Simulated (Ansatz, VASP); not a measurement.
## Sc: VASP beside Ansatz

```
Sc
1.0
     3.13871    0.00000    0.00000
    -1.56935    2.71820    0.00000
     0.00000    0.00000    4.89238
Sc
2
Direct
  0.33333 0.66667 0.25000
  0.66667 0.33333 0.75000
```

Alike in both runs: task single point; functional PBEsol; k mesh 18 × 18 × 10; occupations fermi-dirac, width 0.1 eV; no spin polarisation.

|  | VASP | Ansatz |
| --- | --- | --- |
| version | VASP 6.6.1 | Ansatz 0.2.0 |
| potentials or method | VASP PAW PBE potentials, release 64 (Sc_sv), cutoff 520 eV | plane waves (420 eV) with PAW, scalar-relativistic |
| valence electrons in the cell | 22 | 22 |

|  | VASP | Ansatz | Ansatz less VASP |
| --- | --- | --- | --- |
| pressure (GPa) | 9.0 | 8.9 | -0.04 |
| traceless stress, the component that is largest in VASP (GPa) | -0.31 | -0.32 | -0.010 |

VASP's potentials were made for PBE, not for PBEsol, and Ansatz warns of the same on its side.
